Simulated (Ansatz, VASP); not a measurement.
Two plane-wave programs on Al

```
Al
1.0
     4.55421    0.00000    0.00000
    -2.27711    3.94406    0.00000
     0.00000    0.00000    2.81278
Al
3
Direct
  0.00000 0.00000 0.00000
  0.33333 0.66667 0.50000
  0.66667 0.33333 0.50000
```

Alike in both runs: functional PBEsol; k mesh 8 × 8 × 11; occupations fermi-dirac, width 0.1 eV; no spin polarisation.

Ansatz relaxed the structure, and its values are those at the end. VASP's run is a single point on that final structure, the one shown.

|  | VASP | Ansatz |
| --- | --- | --- |
| version | VASP 6.6.1 | Ansatz 0.2.0 |
| potentials or method | VASP PAW PBE potentials, release 64 (Al), cutoff 520 eV | plane waves (420 eV) with PAW, scalar-relativistic |
| valence electrons in the cell | 9 | 9 |

VASP gave:

| Property | Result |
| --- | --- |
| pressure (GPa) | 0.1 |

Task: Which values does Ansatz return?

Result: Pressure (GPa): 0.0.

VASP's potentials were made for PBE, not for PBEsol, and Ansatz warns of the same on its side.
